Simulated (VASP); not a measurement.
# TaF3 in VASP: notebook, part 2 of 3

VASP 6.6.1.

### Step 3. Single point, PBEsol (strain -0.030 along x and y, -0.015 along z)

INCAR

```
PREC = Accurate
ENCUT = 520
EDIFF = 1E-7
ISMEAR = 0
SIGMA = 0.15
LREAL = False
LASPH = True
NELM = 60
ALGO = Normal
ISIF = 2
LWAVE = False
LCHARG = False
GGA = PS
NBANDS = 24
```

KPOINTS

```
Automatic mesh
0
Gamma
  12 12 12
```

POSCAR

```
TaF3
1.0
    3.7841640000      0.0000000000      0.0000000000
    0.0000000000      3.7841640000      0.0000000000
    0.0000000000      0.0000000000      3.8426820000
Ta F
1 3
Direct
    0.0000000000      0.0000000000      0.0000000000
    0.5000000000      0.0000000000      0.0000000000
    0.0000000000      0.5000000000      0.0000000000
    0.0000000000      0.0000000000      0.5000000000
```

Potentials or basis: VASP PAW PBE potentials, release 64 (Ta_pv, F).

Started as:

```
> cat potpaw_PBE.64/Ta_pv/POTCAR potpaw_PBE.64/F/POTCAR > POTCAR
> mpirun -np 1 vasp_std > vasp.out
```

OUTCAR:

```text
PREC = Accurate
   ENCUT = 520
   EDIFF = 1E-7
   ISMEAR = 0
   LREAL = False
   LASPH = True
   NELM = 60
   ISIF = 2
   GGA = PS

 ion  position               nearest neighbor table
   1  0.000  0.000  0.000-   2 1.89   3 1.89   3 1.89   2 1.89   4 1.92   4 1.92
   2  0.500  0.000  0.000-   1 1.89   1 1.89
   3  0.000  0.500  0.000-   1 1.89   1 1.89
   4  0.000  0.000  0.500-   1 1.92   1 1.92

  LATTYP: Found a simple tetragonal cell.
 ALAT       =     3.7841640000
 C/A-ratio  =     1.0154639175

  Lattice vectors:

 A1 = (   3.7841640000,   0.0000000000,   0.0000000000)
 A2 = (   0.0000000000,   3.7841640000,   0.0000000000)
 A3 = (   0.0000000000,   0.0000000000,   3.8426820000)

Analysis of symmetry for initial positions (statically):
=====================================================================
 Subroutine PRICEL returns:
 Original cell was already a primitive cell.

 Routine SETGRP: Setting up the symmetry group for a
 simple tetragonal supercell.

 Subroutine GETGRP returns: Found 16 space group operations
 (whereof 16 operations were pure point group operations)
 out of a pool of 16 trial point group operations.

The static configuration has the point symmetry D_4h.

Analysis of symmetry for dynamics (positions and initial velocities):
=====================================================================
 Subroutine PRICEL returns:
 Original cell was already a primitive cell.

 Routine SETGRP: Setting up the symmetry group for a
 simple tetragonal supercell.

 Subroutine GETGRP returns: Found 16 space group operations
 (whereof 16 operations were pure point group operations)
 out of a pool of 16 trial point group operations.

The dynamic configuration has the point symmetry D_4h.

 Subroutine INISYM returns: Found 16 space group operations
 (whereof 16 operations are pure point group operations),
 and found     1 'primitive' translations

----------------------------------------------------------------------------------------

                                     Primitive cell

  volume of cell :      55.0268

  direct lattice vectors                    reciprocal lattice vectors
     3.784164000  0.000000000  0.000000000     0.264259160  0.000000000  0.000000000
     0.000000000  3.784164000  0.000000000     0.000000000  0.264259160  0.000000000
     0.000000000  0.000000000  3.842682000     0.000000000  0.000000000  0.260234909

  length of vectors
     3.784164000  3.784164000  3.842682000     0.264259160  0.264259160  0.260234909

  position of ions in fractional coordinates (direct lattice)
     0.000000000  0.000000000  0.000000000
     0.500000000  0.000000000  0.000000000
     0.000000000  0.500000000  0.000000000
     0.000000000  0.000000000  0.500000000

  ion indices of the primitive-cell ions
   primitive index   ion index
                 1           1
                 2           2
                 3           3
                 4           4

----------------------------------------------------------------------------------------

 KPOINTS: Automatic mesh

Automatic generation of k-mesh.
 Grid dimensions read from file:
 generate k-points for:   12   12   12

 Generating k-lattice:

  Cartesian coordinates                     Fractional coordinates (reciprocal lattice)
     0.022021597  0.000000000  0.000000000     0.083333333  0.000000000  0.000000000
     0.000000000  0.022021597  0.000000000     0.000000000  0.083333333  0.000000000
     0.000000000  0.000000000  0.021686242     0.000000000  0.000000000  0.083333333

  Length of vectors
     0.022021597  0.022021597  0.021686242

  Shift w.r.t. Gamma in fractional coordinates (k-lattice)
     0.000000000  0.000000000  0.000000000

 Subroutine IBZKPT returns following result:
 ===========================================

 Found    196 irreducible k-points:

 Following reciprocal coordinates:
            Coordinates               Weight
  0.000000  0.000000  0.000000      1.000000
  0.083333  0.000000  0.000000      4.000000
  0.166667  0.000000  0.000000      4.000000
  0.250000  0.000000  0.000000      4.000000
  0.333333  0.000000  0.000000      4.000000
  0.416667  0.000000  0.000000      4.000000
[... 16 lines left out ...]
  0.333333  0.333333  0.000000      4.000000
  0.416667  0.333333  0.000000      8.000000
 [... further k-points ...]
   k-points           NKPTS =    196   k-points in BZ     NKDIM =    196   number of bands    NBANDS=     24
   number of dos      NEDOS =    301   number of ions     NIONS =      4
   total plane-waves  NPLWV =  23520
   dimension x,y,z NGX =    28 NGY =   28 NGZ =   30
   dimension x,y,z NGXF=    56 NGYF=   56 NGZF=   60
   ions per type =               1   3
   NGX,Y,Z   is equivalent  to a cutoff of  12.30, 12.30, 12.98 a.u.
   NGXF,Y,Z  is equivalent  to a cutoff of  24.60, 24.60, 25.96 a.u.
 SYSTEM =  unknown system
   PREC   = accura    normal or accurate (medium, high low for compatibility)
   ISTART =      0    job   : 0-new  1-cont  2-samecut
   ICHARG =      2    charge: 1-file 2-atom 10-const
   ISPIN  =      1    spin polarized calculation?
   LNONCOLLINEAR =      F non collinear calculations
   LSORBIT =      F    spin-orbit coupling
   LASPH  =      T    aspherical Exc in radial PAW
   ENCUT  =  520.0 eV  38.22 Ry    6.18 a.u.   7.04  7.04  7.14*2*pi/ulx,y,z
   NELM   =     60;   NELMIN=  2; NELMDL= -5     # of ELM steps
   EDIFF  = 0.1E-06   stopping-criterion for ELM
   LREAL  =      F    real-space projection
   EDIFFG = 0.1E-05   stopping-criterion for IOM
   NSW    =      0    number of steps for IOM
   IBRION =     -1    ionic relax: 0-MD 1-quasi-New 2-CG
   NFREE  =      0    steps in history (QN), initial steepest desc. (CG)
   ISIF   =      2    stress and relaxation
   ISYM   =      2    0-nonsym 1-usesym 2-fastsym
   POTIM  = 0.5000    time-step for ionic-motion
   TEBEG  =    0.0;   TEEND  =   0.0 temperature during run
   PSTRESS=    0.0 pullay stress
   NELECT =      32.0000    total number of electrons
   NUPDOWN=      -1.0000    fix difference up-down
   EMIN   =  10.00;   EMAX   =-10.00  energy-range for DOS
   EFERMI =   0.00;   METHOD = LEGACY
   ISMEAR =     0;   SIGMA  =   0.15  broadening in eV -4-tet -1-fermi 0-gaus
   EFERMI_NEDOS =   21; number of points for ismear=-14 and -15
   IALGO  =     38    algorithm
   IMIX   =      4    mixing-type and parameters
     AMIX     =   0.40;   BMIX     =  1.00
     AMIX_MAG =   1.60;   BMIX_MAG =  1.00
  volume/ion in A,a.u.               =      13.76        92.83
  Fermi-wavevector in a.u.,A,eV,Ry     =   1.366470  2.582254 25.405339  1.867240
  Thomas-Fermi vector in A             =   2.492608
   LORBIT       =      0    0 simple, 1 ext, 2 COOP (PROOUT), +10 PAW based schemes
   GGA     = PS    functional components
   LHFCALC =     F    Hartree Fock is set to
   AEXX    =    0.0000 exact exchange contribution
   IVDW    =     0    specifies the selected vdW correction
   LEPSILON=     F    determine dielectric tensor
   LRPA    =     F    only Hartree local field effects (RPA)
 non-spin polarized calculation
 Gauss-broadening in eV      SIGMA  =   0.15
  energy-cutoff  :      520.00
  volume of cell :       55.03
 maximum number of plane-waves:      1508
   NGX = 15   NGY = 15   NGZ = 15

 number of electron      31.9999992 magnetization

 Free energy of the ion-electron system (eV)
  ---------------------------------------------------
  ext. energy  EPLUGINS =         0.00000000
  ---------------------------------------------------
  free energy    TOTEN  =       -26.58227161 eV

  energy without entropy =      -26.55576290  energy(sigma->0) =      -26.56901725

 E-fermi :   5.5810     XC(G=0):  -9.6405

 val. band max:        5.5768799565   @ k =   0.2500   0.1667   0.4167
 cond. band min:       5.5813216834   @ k =   0.3333   0.0000   0.0833
 fundamental gap:      0.0044417269
 Fermi energy:         5.5810432546

 k-point     1 :       0.0000    0.0000    0.0000
  band No.  band energies     occupation
      1     -31.5720      2.00000
      2     -31.5720      2.00000
      3     -31.4789      2.00000
      4     -24.0550      2.00000
      5     -23.7747      2.00000
      6     -23.5039      2.00000
[... 16 lines left out ...]
     23      14.1292      0.00000
     24      15.0463      0.00000
[... 598 lines left out ...]
      2     -32.0000      2.00000
      3     -31.4627      2.00000
      4     -23.5430      2.00000
      5     -22.5875      2.00000
      6     -22.2574      2.00000
[... 16 lines left out ...]
     23      13.4434      0.00000
     24      14.8141      0.00000

 [... further k-points ...]
[... 5 lines left out ...]
  --------------------------------------------------------------------------------------
  -------------------------------------------------------------------------------------
  Total       14.4224671     14.4224671     11.4698963      0.0000000     -0.0000000      0.0000000
  in kB      419.9289293    419.9289293    333.9609815      0.0000000     -0.0000000      0.0000000
  external PRESSURE =     391.2729467 kB  Pullay stress =       0.0000000 kB

 VOLUME and BASIS-vectors are now :
 -----------------------------------------------------------------------------
  energy-cutoff  :      520.00
  volume of cell :       55.03
      direct lattice vectors                 reciprocal lattice vectors
     3.784164000  0.000000000  0.000000000     0.264259160  0.000000000  0.000000000
     0.000000000  3.784164000  0.000000000     0.000000000  0.264259160  0.000000000
     0.000000000  0.000000000  3.842682000     0.000000000  0.000000000  0.260234909

 POSITION                                       TOTAL-FORCE (eV/Angst)
 -----------------------------------------------------------------------------------
      0.00000      0.00000      0.00000         0.000000      0.000000      0.000000
      1.89208      0.00000      0.00000         0.000000      0.000000      0.000000
      0.00000      1.89208      0.00000         0.000000      0.000000      0.000000
      0.00000      0.00000      1.92134         0.000000      0.000000      0.000000
 -----------------------------------------------------------------------------------
    total drift:                                0.000000      0.000000     -0.000000

  FREE ENERGIE OF THE ION-ELECTRON SYSTEM (eV)
  ---------------------------------------------------
  free  energy   TOTEN  =       -26.5822716098 eV

  energy  without entropy=      -26.5557628997  energy(sigma->0) =      -26.56901725
```

stdout:

```text
POSCAR found type information on POSCAR TaF
 POSCAR found :  2 types and       4 ions
 scaLAPACK will be used
 -----------------------------------------------------------------------------
|                                                                             |
|                                                                             |
|     You enforced a specific xc type in the INCAR file but a different       |
|     I HOPE YOU KNOW WHAT YOU ARE DOING!                                     |
|                                                                             |
 -----------------------------------------------------------------------------

 LDA part: xc-table for (Slater+PW92), standard interpolation
 POSCAR, INCAR and KPOINTS ok, starting setup
 FFT: planning ... GRIDC
 FFT: planning ... GRID_SOFT
 FFT: planning ... GRID
 WAVECAR not read
 entering main loop
```

It took 3.2 min on 1 thread of Intel Xeon Platinum 8259CL at 2.50GHz (Skylake/Cascade Lake), shared host; peak memory 0.33 GiB.

Results:

```yaml
Free_energy: -26.5823 eV
Pressure: 39.1 GPa
Band_gap_on_the_k_mesh: zero (bands 16 and 17 overlap by 3.49 eV)
```

Levels at points of the mesh, in eV from the Fermi level:
```tsv
k point	band 14	band 15	band 16	band 17	band 18	band 19
(0.00, 0.00, 0.00)	-9.52	-9.52	-1.45	-1.44	-1.44	-0.74
(0.50, 0.00, 0.00)	-9.59	-9.51	-1.33	0.49	0.50	2.16
(0.50, 0.50, 0.00)	-9.87	-9.03	0.64	0.64	1.76	3.65
(0.00, 0.00, 0.50)	-9.66	-9.66	-1.36	0.35	0.35	2.09
(0.50, 0.00, 0.50)	-9.95	-8.92	0.48	0.60	1.65	4.03
(0.50, 0.50, 0.50)	-8.92	-8.92	2.05	2.05	2.16	3.18
```

Caveat: the cell differs from its parent crystal (strain -0.030 along x and y, -0.015 along z); the cell stands under pressure; the PAW data sets were made with another functional, which shifts forces and pressure a little; spin-orbit coupling is left out, which moves the levels of the heavy elements.

### Step 4. Single point, PBEsol (strain -0.030 along x and y, +0.000 along z)

INCAR

```
SYSTEM = TaF3
ALGO = Normal
EDIFF = 1E-6
ENCUT = 520
GGA = PS
ISIF = 2
ISMEAR = 0
LASPH = .True.
LCHARG = .False.
LREAL = .False.
LWAVE = .False.
NBANDS = 24
NELM = 60
PREC = Accurate
SIGMA = 0.15
```

KPOINTS

```
k-points
0
Gamma
  12 12 12
  0 0 0
```

Changes to POSCAR since step 3:

```diff
@@ -4,3 +4,3 @@
     0.0000000000      3.7841640000      0.0000000000
-    0.0000000000      0.0000000000      3.8426820000
+    0.0000000000      0.0000000000      3.9012000000
 Ta F
```

Started as:

```
> cat potpaw_PBE.64/Ta_pv/POTCAR potpaw_PBE.64/F/POTCAR > POTCAR
> mpirun -np 1 vasp_std > vasp.out
```

It took 2.9 min on 1 thread of Intel Xeon Platinum 8259CL at 2.50GHz (Skylake/Cascade Lake), shared host; peak memory 0.33 GiB.

The run converged. Its results:

```
Free energy            : -26.7361 eV
Pressure               : 35.4 GPa
Band gap on the k mesh : zero (bands 16 and 17 overlap by 3.37 eV)
```

Stress tensor (GPa, compression positive):
```
40.68  0.00  0.00
 0.00 40.68  0.00
 0.00  0.00 24.75
```

Levels at points of the mesh, in eV from the Fermi level:
```tsv
k point	band 14	band 15	band 16	band 17	band 18	band 19
(0.00, 0.00, 0.00)	-9.31	-9.31	-1.42	-1.39	-1.39	-0.69
(0.50, 0.00, 0.00)	-9.48	-9.30	-1.28	0.52	0.54	2.24
(0.50, 0.50, 0.00)	-9.69	-9.01	0.68	0.68	1.80	3.31
(0.00, 0.00, 0.50)	-9.64	-9.64	-1.34	0.26	0.26	2.11
(0.50, 0.00, 0.50)	-9.93	-8.78	0.38	0.62	1.60	4.03
(0.50, 0.50, 0.50)	-8.77	-8.77	1.98	1.98	2.17	3.29
```

Caveat: the cell differs from its parent crystal (strain -0.030 along x and y, +0.000 along z); the cell stands under pressure; the PAW data sets were made with another functional, which shifts forces and pressure a little; spin-orbit coupling is left out, which moves the levels of the heavy elements.

### Step 5. Single point, PBEsol (strain -0.015 along x and y, -0.030 along z)

INCAR

```
SYSTEM = TaF3
PREC     = Accurate       ! precision mode
ENCUT    = 520            ! plane-wave cutoff, eV
EDIFF    = 1E-6           ! SCF threshold, eV
ISMEAR   = 0              ! smearing method
SIGMA    = 0.15           ! smearing width, eV
LREAL    = .False.        ! projectors in reciprocal space
LASPH    = .True.         ! aspherical terms in the spheres
NELM     = 60             ! most SCF steps
ALGO     = Normal         ! electronic algorithm
ISIF     = 2              ! what is computed and relaxed
LWAVE    = .False.        ! write WAVECAR
LCHARG   = .False.        ! write CHGCAR
GGA      = PS             ! functional
NBANDS   = 24             ! bands
```

KPOINTS

```
regular mesh
0
Gamma
  12 12 12
  0 0 0
```

POSCAR

```
TaF3
1.0
    3.8426820000      0.0000000000      0.0000000000
    0.0000000000      3.8426820000      0.0000000000
    0.0000000000      0.0000000000      3.7841640000
Ta F
1 3
Direct
    0.0000000000      0.0000000000      0.0000000000
    0.5000000000      0.0000000000      0.0000000000
    0.0000000000      0.5000000000      0.0000000000
    0.0000000000      0.0000000000      0.5000000000
```

Started as:

```
> cat potpaw_PBE.64/Ta_pv/POTCAR potpaw_PBE.64/F/POTCAR > POTCAR
> mpirun -np 1 vasp_std > vasp.out
```

Run time: 3.1 min. Hardware: 1 thread of Intel Xeon Platinum 8259CL at 2.50GHz (Skylake/Cascade Lake), shared host; peak memory 0.33 GiB.

It converged, with:

```
Free energy            : -26.7809 eV
Pressure               : 35.0 GPa
Band gap on the k mesh : zero (bands 16 and 17 overlap by 3.37 eV)
```

Stress tensor (GPa, compression positive):
```
32.16  0.00  0.00
 0.00 32.16  0.00
 0.00  0.00 40.70
```

Levels at points of the mesh, in eV from the Fermi level:
```csv
k point,band 12,band 13,band 14,band 15,band 16,band 17,band 18,band 19,band 20,band 21
"(0.00, 0.00, 0.00)",-9.52,-9.49,-9.45,-9.45,-1.41,-1.41,-1.40,-0.68,2.85,3.09
"(0.50, 0.00, 0.00)",-10.16,-9.78,-9.57,-9.49,-1.32,0.38,0.39,2.17,2.37,3.21
"(0.50, 0.50, 0.00)",-10.19,-10.19,-9.93,-8.80,0.49,0.49,1.58,4.02,4.75,5.04
"(0.00, 0.00, 0.50)",-10.12,-9.70,-9.45,-9.45,-1.29,0.53,0.53,2.24,2.38,3.00
"(0.50, 0.00, 0.50)",-9.96,-9.93,-9.85,-8.90,0.52,0.65,1.69,3.65,4.76,5.09
"(0.50, 0.50, 0.50)",-11.81,-8.89,-8.89,-8.80,1.96,2.06,2.06,3.29,7.76,7.91
```

Caveat: the cell differs from its parent crystal (strain -0.015 along x and y, -0.030 along z); the cell stands under pressure; the PAW data sets were made with another functional, which shifts forces and pressure a little; spin-orbit coupling is left out, which moves the levels of the heavy elements.

(Part 2 of 3 ends here.)
